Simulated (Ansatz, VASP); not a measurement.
## One calculation of Mn, two programs

```
CELL_PARAMETERS angstrom
2.81838 0.00000 0.00000
-1.40919 2.44079 0.00000
0.00000 0.00000 9.01520
ATOMIC_POSITIONS crystal
Mn 0.00000 0.00000 0.00000
Mn 0.00000 0.00000 0.50000
Mn 0.33333 0.66667 0.75000
Mn 0.66667 0.33333 0.25000
```

Alike in both runs: functional r2SCAN; k mesh 9 × 9 × 2; occupations gaussian, width 0.1 eV; collinear spin.

Ansatz relaxed the structure, and its values are those at the end. VASP's run is a single point on that final structure, the one shown.

```csv
,VASP,Ansatz
version,VASP 6.6.1,Ansatz 0.2.0
potentials or method,"VASP PAW PBE potentials, release 64 (Mn_pv), cutoff 520 eV","scalar-relativistic, plane waves, PAW"
valence electrons in the cell,52,60
```

```csv
,VASP,Ansatz,Ansatz less VASP
gap on the k mesh at the Fermi level (eV),none,none,-
pressure (GPa),0.2,0.1,-0.08
net moment per atom (μB),3.84,3.84,-0.001
size of the moment on the site where the two differ most (μB),3.77,3.81,+0.039
```

VASP's potentials were made for PBE, not for r2SCAN. Site moments also hang on the region over which each program counts them. A gap of «none» marks a metal or a gap that the smearing closes. VASP's potentials hold 52 valence electrons a cell and Ansatz's 60, so a difference there can come from the potentials and not from the codes.
